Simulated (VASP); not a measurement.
## Nb: single point with PBE

Crystal: Nb.

```
Nb
1.0
     3.50859    2.02569    2.49012
    -3.50859    2.02569    2.49012
     0.00000   -4.05137    2.49012
Nb
5
Direct
  0.00000 0.77136 0.22864
  0.77136 0.22864 0.00000
  0.22864 0.00000 0.77136
  0.32840 0.32840 0.32840
  0.67160 0.67160 0.67160
```

```json
{"Program": "VASP 6.6.1", "Task": "single point", "Functional": "PBE", "Potentials or basis": "VASP PAW PBE potentials, release 64 (Nb_sv)", "Cutoff": "520 eV", "k mesh": "6 × 6 × 6", "Occupations": "gaussian, width 0.1 eV", "Spin": "no spin polarisation", "Dipole correction": "no", "Further INCAR settings": "ALGO = Fast; EDIFF = 1e-07; NBANDS = 40"}
```

The pressure is -0.1 GPa and the largest force is 0.024 eV/Å.

Forces in eV/Å, atoms in the order of the input:
```
Nb   0.008 -0.013  0.000
Nb  -0.015  0.000  0.000
Nb   0.008  0.013  0.000
Nb   0.000  0.000 -0.024
Nb   0.000  0.000  0.024
```

Stress tensor (GPa, compression positive):
```
-0.24  0.00  0.00
 0.00 -0.24  0.00
 0.00  0.00  0.10
```

Levels at points of the mesh, in eV from the Fermi level:
```tsv
k point	band 31	band 32	band 33	band 34	band 35	band 36
(0.00, 0.00, 0.00)	-0.45	-0.45	0.17	0.50	0.55	0.75
(0.50, 0.00, 0.00)	-0.43	-0.32	-0.15	0.25	0.90	0.97
(0.50, 0.50, 0.00)	-0.57	-0.39	-0.27	0.14	0.40	1.05
(0.50, 0.50, 0.50)	-0.36	-0.36	0.38	0.38	0.53	1.16
```

Run time: 3.2 min on 1 thread of Intel(R) Xeon(R) 6975P-C (Granite Rapids) (shared host), peak memory 0.25 GiB.
